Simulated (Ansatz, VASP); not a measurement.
One calculation of ZrMo3C, two programs

```
Zr Mo C
1.0
     3.26127    0.00011   -0.00026
     0.00010    3.26163   -0.00065
    -0.00119   -0.00297   14.00817
Zr Mo C
2 6 2
Direct
  0.00001 0.49993 0.91879
  0.50004 0.00008 0.08121
  0.49989 0.99983 0.55150
  0.00005 0.50020 0.44850
  0.49997 0.99983 0.76788
  0.00007 0.50014 0.23212
  0.50002 0.00017 0.32910
  0.99990 0.49981 0.67090
  0.49998 0.99991 0.91571
  0.00007 0.50010 0.08429
```

Change from the starting cell: cell x1, atoms moved at random (sigma 0.05 Å) and cell strained at random (1.5 %), then relaxed without symmetry.

Alike in both runs: functional PBE; k mesh 6 × 6 × 2; occupations gaussian, width 0.2 eV; no spin polarisation.

Ansatz relaxed the structure, and its values are those at the end. VASP's run is a single point on that final structure, the one shown.

|  | VASP | Ansatz |
| --- | --- | --- |
| version | VASP 6.6.1 | Ansatz 0.2.0 |
| potentials or method | VASP PAW PBE potentials, release 64 (Zr_sv, Mo_sv, C), cutoff 520 eV | scalar-relativistic, plane waves, PAW |
| valence electrons in the cell | 116 | 116 |

Ansatz gave:

| Property | Result |
| --- | --- |
| gap on the k mesh at the Fermi level (eV) | none |
| pressure (GPa) | 0.0 |
| rms of the force components (eV/Å) | 0.009 |

Question: What did VASP give for the same quantities?

Answer: gap on the k mesh at the Fermi level (eV): none; pressure (GPa): 0.4; rms of the force components (eV/Å): 0.007.

A gap of «none» marks a metal or a gap that the smearing closes. The functional is the same, so the differences come from potentials, cutoffs and numerics.
